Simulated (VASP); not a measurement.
Input of a VASP 6.6.1 run:

INCAR

```
SYSTEM = Si16O
PREC = Accurate
ENCUT = 520
EDIFF = 1E-6
ISMEAR = -1
SIGMA = 0.05
LREAL = Auto
LASPH = .True.
NELM = 150
ALGO = Normal
ISIF = 2
LWAVE = .False.
LCHARG = .False.
ISPIN = 2
MAGMOM = 0 0 0 0 0 0 0 0 0 0 0 0 0 0 0 0 1
LORBIT = 11
GGA = PS
NBANDS = 53
```

KPOINTS

```
Automatic mesh
0
Gamma
  2 2 2
  0 0 0
```

File POSCAR:

```
Si16O
1.0
    0.0000000000      5.4300000000      5.4300000000
    5.4300000000      0.0000000000      5.4300000000
    5.4300000000      5.4300000000      0.0000000000
Si O
16 1
Direct
    0.0917034991      0.1472651934     -0.1259023941
    0.2279834254      0.1699355433      0.0748342541
    0.0476979742     -0.0334806630      0.4857458564
    0.1811970534      0.1135359116      0.5308471455
    0.0004051565      0.5643462247      0.0499263352
    0.2717403315      0.6945027624      0.1288858195
    0.1080202578      0.4674861878      0.4752209945
    0.0888213628      0.6182688766      0.6880294659
    0.5846961326     -0.0297790055     -0.1026703499
    0.7650000000      0.0644843462      0.0697145488
    0.5341620626     -0.0402762431      0.4800920810
    0.6825966851      0.1306261510      0.5139594843
    0.5896132597      0.4399815838     -0.0163720074
    0.6789042357      0.6047790055      0.0628453039
    0.5230570902      0.4829281768      0.4640883978
    0.6675046041      0.5951841621      0.5823480663
    1.0375966851      0.6854972376      1.1354788214
```

Potentials or basis: VASP PAW PBE potentials, release 64 (Si, O).

Launch:

```sh
$ cat potpaw_PBE.64/Si/POTCAR potpaw_PBE.64/O/POTCAR > POTCAR
$ mpirun -np 1 vasp_std > vasp.out
```

(1) What does it give for the band gap on the k mesh?

(2) What does it give for the pressure?

Results:

(1) zero (filled and empty bands overlap).

(2) 0.5 GPa.

Caveat: the k points lie up to 0.50 Å⁻¹ apart; the PAW data sets were made with another functional, which shifts forces and pressure a little.
